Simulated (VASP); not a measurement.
# Cs (P6_3/mmc) in VASP: further runs

Runs on Cs. Level: PBEsol. Tasks: single point.

Program: VASP 6.6.1. These are calculated values, not measurements. Logs are shortened: lines on timing, memory, paths and dates and some standing lists are left out, and cuts for length are marked.

## (1) The cell of the first run

Symmetry: P6_3/mmc, No. 194, hexagonal system. The conventional cell has a = 5.367 Å, b = 5.367 Å, c = 17.546 Å, α = 90.00°, β = 90.00°, γ = 120.00°.

This isn't the form of Cs at room conditions, which is bcc.

## (2) Single point, PBEsol

INCAR

```
PREC     = Accurate       # precision mode
ENCUT    = 520            # plane-wave cutoff, eV
EDIFF    = 1E-6           # SCF threshold, eV
ISMEAR   = 0              # smearing method
SIGMA    = 0.1            # smearing width, eV
LREAL    = False          # projectors in reciprocal space
LASPH    = True           # aspherical terms in the spheres
NELM     = 100            # most SCF steps
ALGO     = Fast           # electronic algorithm
ISIF     = 2              # what is computed and relaxed
LWAVE    = False          # write WAVECAR
LCHARG   = False          # write CHGCAR
GGA      = PS             # functional
NBANDS   = 26             # bands
```

KPOINTS

```
regular mesh
0
Gamma
  12 12 4
```

POSCAR

```
Cs
1.0
    5.3666386631      0.0000000000      0.0000000000
   -2.6833193315      4.6476454151      0.0000000000
    0.0000000000      0.0000000000     17.5460180080
Cs
4
Direct
    0.0000000000      0.0000000000      0.0000000000
    0.3333333333      0.6666666667      0.2500000000
    0.0000000000      0.0000000000      0.5000000000
    0.6666666667      0.3333333333      0.7500000000
```

Potentials or basis: VASP PAW PBE potentials, release 64 (Cs_sv).

Started as:

```
$ cat potpaw_PBE.64/Cs_sv/POTCAR > POTCAR
$ mpirun -np 1 vasp_std > vasp.out
```

OUTCAR:

```text
PREC = Accurate
   ENCUT = 520
   EDIFF = 1E-6
   ISMEAR = 0
   LREAL = False
   LASPH = True
   NELM = 100
   ISIF = 2
   GGA = PS

 ion  position               nearest neighbor table
   1  0.000  0.000  0.000-
   2  0.333  0.667  0.250-
   3  0.000  0.000  0.500-
   4  0.667  0.333  0.750-

  LATTYP: Found a hexagonal cell.
 ALAT       =     5.3666386631
 C/A-ratio  =     3.2694614095

  Lattice vectors:

 A1 = (   5.3666386631,   0.0000000000,   0.0000000000)
 A2 = (  -2.6833193315,   4.6476454151,   0.0000000000)
 A3 = (   0.0000000000,   0.0000000000,  17.5460180080)

Analysis of symmetry for initial positions (statically):
=====================================================================
 Subroutine PRICEL returns:
 Original cell was already a primitive cell.

 Routine SETGRP: Setting up the symmetry group for a
 hexagonal supercell.

 Subroutine GETGRP returns: Found 24 space group operations
 (whereof 12 operations were pure point group operations)
 out of a pool of 24 trial point group operations.

The static configuration has the point symmetry D_3d.
 The point group associated with its full space group is D_6h.

Analysis of symmetry for dynamics (positions and initial velocities):
=====================================================================
 Subroutine PRICEL returns:
 Original cell was already a primitive cell.

 Routine SETGRP: Setting up the symmetry group for a
 hexagonal supercell.

 Subroutine GETGRP returns: Found 24 space group operations
 (whereof 12 operations were pure point group operations)
 out of a pool of 24 trial point group operations.

The dynamic configuration has the point symmetry D_3d.
 The point group associated with its full space group is D_6h.

 Subroutine INISYM returns: Found 24 space group operations
 (whereof 12 operations are pure point group operations),
 and found     1 'primitive' translations

----------------------------------------------------------------------------------------

                                     Primitive cell

  volume of cell :     437.6369

  direct lattice vectors                    reciprocal lattice vectors
     5.366638663  0.000000000  0.000000000     0.186336376  0.107581357  0.000000000
    -2.683319331  4.647645415  0.000000000     0.000000000  0.215162714  0.000000000
[... 87 lines left out ...]
   ENCUT  =  520.0 eV  38.22 Ry    6.18 a.u.   9.98  9.98 32.62*2*pi/ulx,y,z
   NELM   =    100;   NELMIN=  2; NELMDL= -5     # of ELM steps
   EDIFF  = 0.1E-05   stopping-criterion for ELM
   LREAL  =      F    real-space projection
   EDIFFG = 0.1E-04   stopping-criterion for IOM
   NSW    =      0    number of steps for IOM
   IBRION =     -1    ionic relax: 0-MD 1-quasi-New 2-CG
   NFREE  =      0    steps in history (QN), initial steepest desc. (CG)
   ISIF   =      2    stress and relaxation
   ISYM   =      2    0-nonsym 1-usesym 2-fastsym
   POTIM  = 0.5000    time-step for ionic-motion
   TEBEG  =    0.0;   TEEND  =   0.0 temperature during run
   PSTRESS=    0.0 pullay stress
   NELECT =      36.0000    total number of electrons
   NUPDOWN=      -1.0000    fix difference up-down
   EMIN   =  10.00;   EMAX   =-10.00  energy-range for DOS
   EFERMI =   0.00;   METHOD = LEGACY
   ISMEAR =     0;   SIGMA  =   0.10  broadening in eV -4-tet -1-fermi 0-gaus
   EFERMI_NEDOS =   21; number of points for ismear=-14 and -15
   IALGO  =     68    algorithm
   IMIX   =      4    mixing-type and parameters
     AMIX     =   0.40;   BMIX     =  1.00
     AMIX_MAG =   1.60;   BMIX_MAG =  1.00
  volume/ion in A,a.u.               =     109.41       738.33
  Fermi-wavevector in a.u.,A,eV,Ry     =   0.711985  1.345457  6.897107  0.506923
  Thomas-Fermi vector in A             =   1.799241
   LORBIT       =      0    0 simple, 1 ext, 2 COOP (PROOUT), +10 PAW based schemes
   GGA     = PS    functional components
   LHFCALC =     F    Hartree Fock is set to
   AEXX    =    0.0000 exact exchange contribution
   IVDW    =     0    specifies the selected vdW correction
   LEPSILON=     F    determine dielectric tensor
   LRPA    =     F    only Hartree local field effects (RPA)
 non-spin polarized calculation
 RMM-DIIS sequential band-by-band and
 Gauss-broadening in eV      SIGMA  =   0.10
  energy-cutoff  :      520.00
  volume of cell :      437.64
 maximum number of plane-waves:     11844
 NGX is ok and might be reduce to    40
   NGX = 19   NGY = 19   NGZ = 65

 number of electron      35.9999998 magnetization

 Free energy of the ion-electron system (eV)
  ---------------------------------------------------
  ext. energy  EPLUGINS =         0.00000000
  ---------------------------------------------------
  free energy    TOTEN  =        -3.78327385 eV

  energy without entropy =       -3.75774161  energy(sigma->0) =       -3.77050773

 E-fermi :   0.4894     XC(G=0):  -5.6074

 val. band max:        0.4840364944   @ k =   0.4167   0.0833   0.5000
 cond. band min:       0.5065024835   @ k =   0.4167   0.0000   0.0000
 fundamental gap:      0.0224659891
 Fermi energy:         0.4894238020

 k-point     1 :       0.0000    0.0000    0.0000
  band No.  band energies     occupation
      1     -23.3151      2.00000
      2     -23.3113      2.00000
      3     -23.3111      2.00000
      4     -23.3074      2.00000
      5     -10.1901      2.00000
      6     -10.1108      2.00000
[... 685 lines left out ...]
     25       2.0671      0.00000
     26       2.1551      0.00000

 [... further k-points ...]

------------------------ aborting loop because EDIFF is reached ----------------------------------------

  FORCE on cell =-STRESS in cart. coord.  units (eV):
  Direction    XX          YY          ZZ          XY          YZ          ZX
  --------------------------------------------------------------------------------------
  -------------------------------------------------------------------------------------
  Total       -0.0067467     -0.0067467     -0.0729822     -0.0000000      0.0000000      0.0000000
  in kB       -0.0246996     -0.0246996     -0.2671858     -0.0000000      0.0000000      0.0000000
  external PRESSURE =      -0.1055283 kB  Pullay stress =       0.0000000 kB

 VOLUME and BASIS-vectors are now :
 -----------------------------------------------------------------------------
  energy-cutoff  :      520.00
  volume of cell :      437.64
      direct lattice vectors                 reciprocal lattice vectors
     5.366638663  0.000000000  0.000000000     0.186336376  0.107581357  0.000000000
    -2.683319331  4.647645415  0.000000000     0.000000000  0.215162714  0.000000000
     0.000000000  0.000000000 17.546018008     0.000000000  0.000000000  0.056992988

 POSITION                                       TOTAL-FORCE (eV/Angst)
 -----------------------------------------------------------------------------------
      0.00000      0.00000      0.00000         0.000000      0.000000      0.000000
     -0.00000      3.09843      4.38650         0.000000     -0.000000      0.000000
      0.00000      0.00000      8.77301         0.000000      0.000000      0.000000
      2.68332      1.54922     13.15951        -0.000000      0.000000      0.000000
 -----------------------------------------------------------------------------------
    total drift:                                0.000000      0.000000     -0.000000

  FREE ENERGIE OF THE ION-ELECTRON SYSTEM (eV)
  ---------------------------------------------------
  free  energy   TOTEN  =        -3.7832738521 eV

  energy  without entropy=       -3.7577416085  energy(sigma->0) =       -3.77050773
```

OSZICAR:

```text
N       E                     dE             d eps       ncg     rms          rms(c)
DAV:   1     0.285481856119E+03    0.28548E+03   -0.12021E+04  2964   0.102E+03
DAV:   2     0.401589898993E+02   -0.24532E+03   -0.23950E+03  4228   0.180E+02
DAV:   3    -0.272359189021E+01   -0.42883E+02   -0.42594E+02  3794   0.778E+01
DAV:   4    -0.377483816565E+01   -0.10512E+01   -0.10504E+01  3792   0.150E+01
DAV:   5    -0.378317679700E+01   -0.83386E-02   -0.83370E-02  3868   0.139E+00    0.255E-01
RMM:   6    -0.378216582917E+01    0.10110E-02   -0.49906E-03  3484   0.296E-01    0.177E-01
RMM:   7    -0.378299961567E+01   -0.83379E-03   -0.13815E-02  3496   0.440E-01    0.661E-02
RMM:   8    -0.378324764135E+01   -0.24803E-03   -0.74253E-04  3966   0.125E-01    0.779E-03
RMM:   9    -0.378327124987E+01   -0.23609E-04   -0.17751E-04  4058   0.522E-02    0.403E-03
RMM:  10    -0.378327387820E+01   -0.26283E-05   -0.31013E-05  4016   0.216E-02    0.244E-03
RMM:  11    -0.378327385209E+01    0.26109E-07   -0.82177E-06  3628   0.102E-02
   1 F= -.37832739E+01 E0= -.37705077E+01  d E =-.255322E-01
```

stdout:

```text
POSCAR found type information on POSCAR Cs
 POSCAR found :  1 types and       4 ions
 scaLAPACK will be used
 -----------------------------------------------------------------------------
|                                                                             |
|                                                                             |
|     You enforced a specific xc type in the INCAR file but a different       |
|     I HOPE YOU KNOW WHAT YOU ARE DOING!                                     |
|                                                                             |
 -----------------------------------------------------------------------------

 LDA part: xc-table for (Slater+PW92), standard interpolation
 POSCAR, INCAR and KPOINTS ok, starting setup
 FFT: planning ... GRIDC
 FFT: planning ... GRID_SOFT
 FFT: planning ... GRID
 WAVECAR not read
 entering main loop
WARNING in EDDRMM: call to ZHEGV failed, returncode =   6  3     19
```

Wall time 7.6 min (1 thread of Intel Xeon Platinum 8488C (Sapphire Rapids), shared host); peak memory 0.78 GiB.

What came out:

```yaml
Free_energy: -3.7833 eV
Pressure: 0.0 GPa
Band_gap_on_the_k_mesh: zero (bands 18 and 19 overlap by 1.78 eV)
```

Levels at points of the mesh, in eV from the Fermi level:
```csv
k point,band 15,band 16,band 17,band 18,band 19,band 20,band 21,band 22
"(0.00, 0.00, 0.00)",-10.52,-10.52,-1.73,-1.09,-1.09,-0.05,0.82,1.64
"(0.50, 0.00, 0.00)",-10.54,-10.54,-0.03,0.14,0.22,0.31,0.80,0.97
"(0.00, 0.00, 0.50)",-10.52,-10.52,-1.56,-1.56,-0.46,-0.46,1.13,1.13
"(0.50, 0.00, 0.50)",-10.55,-10.55,0.04,0.04,0.27,0.27,0.84,0.84
```

Caveat: the PAW data sets were made with another functional, which shifts forces and pressure a little; spin-orbit coupling is left out, which moves the levels of the heavy elements.

## (3) Single point, PBEsol (equal strain along all axes, cell held: +1.5 %)

INCAR

```
ALGO = Fast ; EDIFF = 1E-7
ENCUT = 520 ; GGA = PS
ISIF = 2 ; ISMEAR = 0
LASPH = True ; LCHARG = False
LREAL = False ; LWAVE = False
NBANDS = 26 ; NELM = 100
PREC = Accurate ; SIGMA = 0.1
```

KPOINTS

```
k-points
0
Gamma
  12 12 4
```

POSCAR

```
Cs
1.0
    5.4471382430      0.0000000000      0.0000000000
   -2.7235691215      4.7173600964      0.0000000000
    0.0000000000      0.0000000000     17.8092082781
Cs
4
Direct
    0.0000000000      0.0000000000      0.0000000000
    0.3333333333      0.6666666667      0.2500000000
    0.0000000000      0.0000000000      0.5000000000
    0.6666666667      0.3333333333      0.7500000000
```

Potentials or basis: VASP PAW PBE potentials, release 64 (Cs_sv).

Started as:

```
$ cat potpaw_PBE.64/Cs_sv/POTCAR > POTCAR
$ mpirun -np 1 vasp_std > vasp.out
```

OUTCAR:

```text
EDIFF = 1E-7
   ENCUT = 520
   GGA = PS
   ISIF = 2
   ISMEAR = 0
   LASPH = True
   LREAL = False
   NELM = 100
   PREC = Accurate

 ion  position               nearest neighbor table
   1  0.000  0.000  0.000-
   2  0.333  0.667  0.250-
   3  0.000  0.000  0.500-
   4  0.667  0.333  0.750-

  LATTYP: Found a hexagonal cell.
 ALAT       =     5.4471382430
 C/A-ratio  =     3.2694614096

  Lattice vectors:

 A1 = (   5.4471382430,   0.0000000000,   0.0000000000)
 A2 = (  -2.7235691215,   4.7173600964,   0.0000000000)
 A3 = (   0.0000000000,   0.0000000000,  17.8092082781)

Analysis of symmetry for initial positions (statically):
=====================================================================
 Subroutine PRICEL returns:
 Original cell was already a primitive cell.

 Routine SETGRP: Setting up the symmetry group for a
 hexagonal supercell.

 Subroutine GETGRP returns: Found 24 space group operations
 (whereof 12 operations were pure point group operations)
 out of a pool of 24 trial point group operations.

The static configuration has the point symmetry D_3d.
 The point group associated with its full space group is D_6h.

Analysis of symmetry for dynamics (positions and initial velocities):
=====================================================================
 Subroutine PRICEL returns:
 Original cell was already a primitive cell.

 Routine SETGRP: Setting up the symmetry group for a
 hexagonal supercell.

 Subroutine GETGRP returns: Found 24 space group operations
 (whereof 12 operations were pure point group operations)
[... 120 lines left out ...]
   EMIN   =  10.00;   EMAX   =-10.00  energy-range for DOS
   EFERMI =   0.00;   METHOD = LEGACY
   ISMEAR =     0;   SIGMA  =   0.10  broadening in eV -4-tet -1-fermi 0-gaus
   EFERMI_NEDOS =   21; number of points for ismear=-14 and -15
   IALGO  =     68    algorithm
   IMIX   =      4    mixing-type and parameters
     AMIX     =   0.40;   BMIX     =  1.00
     AMIX_MAG =   1.60;   BMIX_MAG =  1.00
  volume/ion in A,a.u.               =     114.41       772.06
  Fermi-wavevector in a.u.,A,eV,Ry     =   0.701463  1.325574  6.694758  0.492051
  Thomas-Fermi vector in A             =   1.785897
   LORBIT       =      0    0 simple, 1 ext, 2 COOP (PROOUT), +10 PAW based schemes
   GGA     = PS    functional components
   LHFCALC =     F    Hartree Fock is set to
   AEXX    =    0.0000 exact exchange contribution
   IVDW    =     0    specifies the selected vdW correction
   LEPSILON=     F    determine dielectric tensor
   LRPA    =     F    only Hartree local field effects (RPA)
 non-spin polarized calculation
 RMM-DIIS sequential band-by-band and
 Gauss-broadening in eV      SIGMA  =   0.10
  energy-cutoff  :      520.00
  volume of cell :      457.63
 maximum number of plane-waves:     12372
 NGX is ok and might be reduce to    42
   NGX = 21   NGY = 21   NGZ = 67

 number of electron      36.0000001 magnetization

 Free energy of the ion-electron system (eV)
  ---------------------------------------------------
  ext. energy  EPLUGINS =         0.00000000
  ---------------------------------------------------
  free energy    TOTEN  =        -3.77748276 eV

  energy without entropy =       -3.75240322  energy(sigma->0) =       -3.76494299

 E-fermi :   0.3790     XC(G=0):  -5.4893

 val. band max:        0.3760935417   @ k =   0.4167   0.0833   0.5000
 cond. band min:       0.3924588489   @ k =   0.2500  -0.0000   0.5000
 fundamental gap:      0.0163653072
 Fermi energy:         0.3790318433

 k-point     1 :       0.0000    0.0000    0.0000
  band No.  band energies     occupation
      1     -23.4520      2.00000
      2     -23.4489      2.00000
      3     -23.4489      2.00000
      4     -23.4458      2.00000
      5     -10.3112      2.00000
      6     -10.2433      2.00000
[... 685 lines left out ...]
     25       1.9376      0.00000
     26       2.0302      0.00000

 [... further k-points ...]

------------------------ aborting loop because EDIFF is reached ----------------------------------------

  FORCE on cell =-STRESS in cart. coord.  units (eV):
  Direction    XX          YY          ZZ          XY          YZ          ZX
  --------------------------------------------------------------------------------------
  -------------------------------------------------------------------------------------
  Total       -0.2496734     -0.2496734     -0.3142179     -0.0000000     -0.0000000      0.0000000
  in kB       -0.8741195     -0.8741195     -1.1000933     -0.0000000     -0.0000000      0.0000000
  external PRESSURE =      -0.9494441 kB  Pullay stress =       0.0000000 kB

 VOLUME and BASIS-vectors are now :
 -----------------------------------------------------------------------------
  energy-cutoff  :      520.00
  volume of cell :      457.63
      direct lattice vectors                 reciprocal lattice vectors
     5.447138243  0.000000000  0.000000000     0.183582636  0.105991485  0.000000000
    -2.723569122  4.717360096  0.000000000     0.000000000  0.211982969  0.000000000
     0.000000000  0.000000000 17.809208278     0.000000000  0.000000000  0.056150727

 POSITION                                       TOTAL-FORCE (eV/Angst)
 -----------------------------------------------------------------------------------
      0.00000      0.00000      0.00000         0.000000      0.000000     -0.000000
     -0.00000      3.14491      4.45230        -0.000000     -0.000000      0.000000
      0.00000      0.00000      8.90460         0.000000      0.000000     -0.000000
      2.72357      1.57245     13.35691        -0.000000      0.000000      0.000000
 -----------------------------------------------------------------------------------
    total drift:                               -0.000000      0.000000     -0.000000

  FREE ENERGIE OF THE ION-ELECTRON SYSTEM (eV)
  ---------------------------------------------------
  free  energy   TOTEN  =        -3.7774827612 eV

  energy  without entropy=       -3.7524032188  energy(sigma->0) =       -3.76494299
```

It took 11 min on 1 thread of Intel Xeon Platinum 8488C (Sapphire Rapids), shared host; peak memory 0.85 GiB.

Results:

| Property | Result |
| --- | --- |
| Free energy | -3.7775 eV |
| Pressure | -0.1 GPa |
| Band gap on the k mesh | zero (bands 18 and 19 overlap by 1.75 eV) |

Levels at points of the mesh, in eV from the Fermi level:
| k point | band 15 | band 16 | band 17 | band 18 | band 19 | band 20 | band 21 | band 22 |
| --- | --- | --- | --- | --- | --- | --- | --- | --- |
| (0.00, 0.00, 0.00) | -10.55 | -10.55 | -1.68 | -1.07 | -1.07 | -0.03 | 0.77 | 1.63 |
| (0.50, 0.00, 0.00) | -10.57 | -10.57 | -0.02 | 0.17 | 0.21 | 0.32 | 0.79 | 0.92 |
| (0.00, 0.00, 0.50) | -10.55 | -10.55 | -1.52 | -1.52 | -0.45 | -0.45 | 1.11 | 1.11 |
| (0.50, 0.00, 0.50) | -10.58 | -10.58 | 0.05 | 0.05 | 0.28 | 0.28 | 0.82 | 0.82 |

Caveat: the cell differs from its parent crystal (equal strain along all axes, cell held: +1.5 %); the PAW data sets were made with another functional, which shifts forces and pressure a little; spin-orbit coupling is left out, which moves the levels of the heavy elements.

(Continued in part 2 of 2.)

The gap in the log of VASP goes by the Fermi energy; the results here count the filled bands.